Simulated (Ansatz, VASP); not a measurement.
## SiC in VASP and in Ansatz

```
Si C
1.0
    -0.47114    1.96578    1.96578
     1.96578   -0.47114    1.96578
     1.96578    1.96578   -0.47114
Si C
1 1
Cartesian
  0.0000 0.0000 0.0000
  2.5953 2.5953 2.5953
```

Alike in both runs: task single point; functional r2SCAN; k mesh 12 × 12 × 12; occupations gaussian, width 0.05 eV; no spin polarisation.

|  | VASP | Ansatz |
| --- | --- | --- |
| version | VASP 6.6.1 | Ansatz 0.2.0 |
| potentials or method | VASP PAW PBE potentials, release 64 (Si, C), cutoff 520 eV | scalar-relativistic, plane waves, PAW |
| valence electrons in the cell | 8 | 8 |

```csv
,VASP,Ansatz,Ansatz less VASP
gap on the k mesh at the Fermi level (eV),0.44,0.44,+0.005
least direct gap on the mesh (eV),1.36,1.36,+0.003
rms of the force components (eV/Å),7.181,7.293,+0.1122
```

VASP's potentials were made for PBE, not for r2SCAN. Atom by atom the forces differ by 0.112 eV/Å (rms over components). The functional is the same, so the differences come from potentials, cutoffs and numerics.
